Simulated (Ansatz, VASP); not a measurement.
**One calculation of BeTe, two programs**

File INCAR:

```
ALGO     = Normal         # electronic algorithm
EDIFF    = 1E-8           # SCF threshold, eV
ENCUT    = 520            # plane-wave cutoff, eV
GGA_COMPAT= F            
ISIF     = 2              # what is computed and relaxed
ISMEAR   = -1             # smearing method
LASPH    = T              # aspherical terms in the spheres
LCHARG   = F              # write CHGCAR
LEFG     = T            
LREAL    = F              # projectors in reciprocal space
LWAVE    = F              # write WAVECAR
NBANDS   = 11             # bands
NELM     = 120            # most SCF steps
PREC     = Accurate       # precision mode
SIGMA    = 0.03           # smearing width, eV
```

KPOINTS

```
k-points
0
Gamma
  11 11 11
```

Contents of POSCAR:

```
BeTe
1.0
    0.0000000000      2.7700000000      2.7700000000
    2.7700000000      0.0000000000      2.7700000000
    2.7700000000      2.7700000000      0.0000000000
Be Te
1 1
Direct
    0.0000000000      0.0000000000      0.0000000000
    0.7500000000      0.7500000000      0.7500000000
```

Input for Ansatz:

```yaml
crystal:
  lattice:
    - [0.0, 2.77, 2.77]
    - [2.77, 0.0, 2.77]
    - [2.77, 2.77, 0.0]
  atoms:
    - { symbol: Be, position: [0.0, 0.0, 0.0] }
    - { symbol: Te, position: [0.75, 0.75, 0.75] }
kpoints:
  mp_grid: { grid: [11, 11, 11] }
  band_path:
    path:
      - [0.0, 0.0, 0.0]
      - [-0.5, -0.5, 0.0]
      - [-0.375, -0.375, 0.25]
      - [-0.375, 0.0, 0.375]
      - [0.0, 0.0, 0.0]
      - [0.0, 0.0, 0.5]
      - [-0.5, -0.25, 0.25]
      - [-0.5, -0.5, 0.0]
    npoints: 5
scf:
  occupations: { method: fermi_dirac, width: 0.03 }
hamiltonian:
  xc: lda
  pseudopotentials: { kind: paw }
output:
  forces: true
  stress: true
  eigenvalues: true
  efg: { contact_densities: true }
```

Alike in both runs: task electric field gradients; functional LDA; k mesh 11 × 11 × 11; occupations fermi-dirac, width 0.03 eV; no spin polarisation.

```csv
,VASP,Ansatz
version,VASP 6.6.1,Ansatz 0.2.0
potentials or method,"VASP PAW LDA potentials, release 64 (Be, Te)","PAW with Ansatz's default frozen-core files, scalar-relativistic"
plane-wave cutoff (eV),520,420
valence electrons in the cell,8,18
```

|  | VASP | Ansatz | Ansatz less VASP |
| --- | --- | --- | --- |
| gap on the k mesh at the Fermi level (eV) | 1.78 | 1.80 | +0.021 |
| pressure (GPa) | 0.8 | 0.5 | -0.28 |

LDA's correlation is that of Perdew and Zunger in VASP and of Perdew and Wang (1992) in Ansatz. VASP's potentials hold 8 valence electrons a cell and Ansatz's 18, so a difference there can come from the potentials and not from the codes.

Spin-orbit coupling is off throughout.
